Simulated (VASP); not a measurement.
GaP, 2 atoms in the cell. The structure is cubic, space group F-43m (No. 216). The conventional cell has a = 5.451 Å, b = 5.451 Å, c = 5.451 Å, α = 90.00°, β = 90.00°, γ = 90.00°. Within 3.1 Å of Ga (site symmetry -43m) lie 4 P at 2.36 Å. P (site symmetry -43m) has 4 Ga at 2.36 Å within 3.1 Å. 

* Program: VASP 6.6.1
* Task: single point
* Functional: HSE06
* Potentials or basis: VASP PAW PBE potentials, release 64 (Ga_d, P)
* Cutoff: 520 eV
* k mesh: 6 × 6 × 6
* Occupations: gaussian, width 0.01 eV
* Spin: no spin polarisation
* Dipole correction: no
* Grid for exact exchange (PRECFOCK): Normal
* Further INCAR settings: ALGO = Normal; EDIFF = 1e-07; NBANDS = 16
* Share of exact exchange: 0.25
* Screening parameter: 0.2079 1/Å

Potentials or basis: VASP PAW PBE potentials, release 64 (Ga_d, P).

Command:

```sh
$ cat potpaw_PBE.64/Ga_d/POTCAR potpaw_PBE.64/P/POTCAR > POTCAR
$ cp INCAR.step1 INCAR
$ mpirun -np 1 vasp_std > vasp.out
$ cp INCAR.step2 INCAR
$ mpirun -np 1 vasp_std > vasp.out
```

Hardware: 1 thread of Intel(R) Xeon(R) Platinum 8375C CPU @ 2.90GHz (Ice Lake), on a shared host.

Task: Estimate the wall time of this run.

Result: It took 78 min on 1 thread of Intel(R) Xeon(R) Platinum 8375C CPU @ 2.90GHz (Ice Lake), with other jobs on the host, peak memory 0.29 GiB. Counts: k points 16.
